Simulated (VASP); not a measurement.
Runs of VASP 6.6.1 on Pd. The structure is that of space group Fm-3m (No. 225), or close to it. The cells are those of the table. 

```tsv
task	spin	cell	k mesh for the DOS	occupations for the DOS	gap on the mesh (eV)	pressure (GPa)
single point	off	a = 2.713 Å, angles 60.0°, 1 atom	-	-	none	16.7
electric field gradients	off	a = 2.713 Å, angles 60.0°, 1 atom	-	-	none	16.7
single point	off	a = 2.732 Å, angles 60.0°, 1 atom	-	-	none	(a)
electric field gradients	off	a = 2.751 Å, angles 60.0°, 1 atom	-	-	none	7.3
single point	non-collinear, zero start, SOC	a = 2.751 Å, angles 60.0°, 1 atom	-	-	-	7.5
```

Alike in all rows: level PBE; potentials or basis VASP PAW PBE potentials, release 64 (Pd); k mesh 18 × 18 × 18; cutoff (eV) 520; smearing fermi-dirac 0.05 eV.

Q: Fill in the values left out.

A: (a) 11.7.

A k mesh can miss the band edges, and rows without SOC leave out spin-orbit coupling on Pd.

A gap of «none» marks levels without a gap at the run's occupations.
